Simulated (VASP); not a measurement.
GaN: relaxation of cell and atoms with PBE

GaN:

```
Ga N
1.0
     0.00000    2.27424    2.27424
     2.27424    0.00000    2.27424
     2.27424    2.27424    0.00000
Ga N
1 1
Cartesian
  0.0000 0.0000 0.0000
  3.4114 3.4114 3.4114
```

* Program: VASP 6.6.1
* Task: relaxation of cell and atoms
* Functional: PBE
* Potentials or basis: VASP PAW PBE potentials, release 64 (Ga_d, N)
* Cutoff: 600 eV
* k mesh: 10 × 10 × 10
* Occupations: gaussian, width 0.01 eV
* Spin: no spin polarisation
* Target pressure: 9 GPa
* Dipole correction: no
* Further INCAR settings: ALGO = Normal; EDIFF = 1e-06; IBRION = 2; EDIFFG = -0.001; NSW = 80; ISIF = 3

```yaml
Relaxed_volume: 11.21 Å³/atom
Relaxed_cell: a = 3.165 Å, b = 3.165 Å, c = 3.165 Å, α = 60.00°, β = 60.00°, γ = 60.00°
Space_group_after_relaxing_to_0.05_Å: F-43m (No. 216)
Energy_change_on_relaxing_the_enthalpy_is_what_falls: +14.7 meV/atom
Ionic_steps: 6
Pressure_after_relaxing: 9.0 GPa
Band_gap_on_the_k_mesh: 1.86 eV, direct
```

The path:
| step | energy change (eV) | largest force (eV/Å) | pressure (GPa) | volume (Å³) |
| --- | --- | --- | --- | --- |
| 1 | 0.0000 | 0.0000 | -0.06 | 23.53 |
| 2 | 0.1287 | 0.0000 | 20.45 | 21.33 |
| 3 | 0.0286 | 0.0000 | 8.89 | 22.44 |
| 4 | 0.0298 | 0.0000 | 9.10 | 22.42 |
| 5 | 0.0286 | 0.0000 | 8.86 | 22.44 |
| 6 | 0.0293 | 0.0000 | 9.00 | 22.43 |

Final structure:
```
CELL_PARAMETERS angstrom
0.00000 2.23824 2.23824
2.23824 0.00000 2.23824
2.23824 2.23824 0.00000
ATOMIC_POSITIONS crystal
Ga 0.00000 0.00000 0.00000
N 0.75000 0.75000 0.75000
```

Levels at points of the mesh, in eV from the valence-band top:
```
           k point  band 7  band 8  band 9  band 10  band 11  band 12
(0.00, 0.00, 0.00)    0.00    0.00    0.00     1.86    10.43    10.43
(0.50, 0.00, 0.00)   -7.17   -0.99   -0.99     4.78     8.83    10.47
(0.50, 0.50, 0.00)   -6.21   -2.77   -2.77     3.36     6.78    11.85
```

It took 47 s on 1 thread of Intel(R) Xeon(R) Platinum 8488C (Sapphire Rapids), on a shared host, peak memory 0.18 GiB.

Caveat: the cell is relaxed towards a set pressure, so the enthalpy falls and the energy may rise. PBE gaps usually lie below the measured ones, often by a third to a half.
